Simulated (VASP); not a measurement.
C, 2 atoms in the cell. The structure is cubic, space group Fd-3m (No. 227). The conventional cell has a = 3.494 Å, b = 3.494 Å, c = 3.494 Å, α = 90.00°, β = 90.00°, γ = 90.00°. Within 2.0 Å of C (site symmetry -43m) lie 4 C at 1.51 Å. 

* Program: VASP 6.6.1
* Task: single point
* Functional: revPBE
* Potentials or basis: VASP PAW PBE potentials, release 64 (C)
* Cutoff: 520 eV
* k mesh: 13 × 13 × 13
* Occupations: fermi-dirac, width 0.05 eV
* Spin: no spin polarisation
* Dipole correction: no
* Further INCAR settings: ALGO = Normal; EDIFF = 1e-06; NBANDS = 11

Potentials or basis: VASP PAW PBE potentials, release 64 (C).

Launch:

```console
$ cat potpaw_PBE.64/C/POTCAR > POTCAR
$ mpirun -np 1 vasp_std > vasp.out
```

Hardware: 1 thread of Intel(R) Xeon(R) 6975P-C (Granite Rapids) (shared host).

Question: Estimate the wall time of this run.

Answer: It took 3.5 s on 1 thread of Intel(R) Xeon(R) 6975P-C (Granite Rapids), on a shared host, peak memory 0.11 GiB. Counts: scf iterations 11, k points 84.
